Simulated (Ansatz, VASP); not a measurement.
# One calculation of Co, two programs

```
CELL_PARAMETERS angstrom
2.48736 0.00000 0.00000
-1.24368 2.15412 0.00000
0.00000 0.00000 4.06329
ATOMIC_POSITIONS crystal
Co 0.33333 0.66667 0.74014
Co 0.66667 0.33333 0.25986
```

Alike in both runs: task relaxation of cell and atoms; functional PBEsol; k mesh 9 × 9 × 5; occupations fermi-dirac, width 0.05 eV; collinear spin.

```csv
,VASP,Ansatz
version,VASP 6.6.1,Ansatz 0.2.0
potentials or method,"VASP PAW PBE potentials, release 64 (Co), cutoff 600 eV","all-electron LAPW, scalar-relativistic"
```

|  | VASP | Ansatz | Ansatz less VASP |
| --- | --- | --- | --- |
| net moment per atom (μB) | 1.52 | 1.52 | +0.004 |
| size of the moment on the site where the two differ most (μB) | 1.53 | 1.59 | +0.060 |
| relaxed volume (Å³/atom) | 10.30 | 10.33 | +0.035 |
| relaxed cell length with the largest relative difference (Å) | 2.448 | 2.451 | +0.0030 |

VASP's potentials were made for PBE, not for PBEsol. Site moments also hang on the region over which each program counts them. Ansatz ran all-electron here, and VASP with PAW potentials.

Noted on Ansatz's run: the k mesh is thin for a metal, which can move the energy by tens of meV per atom.
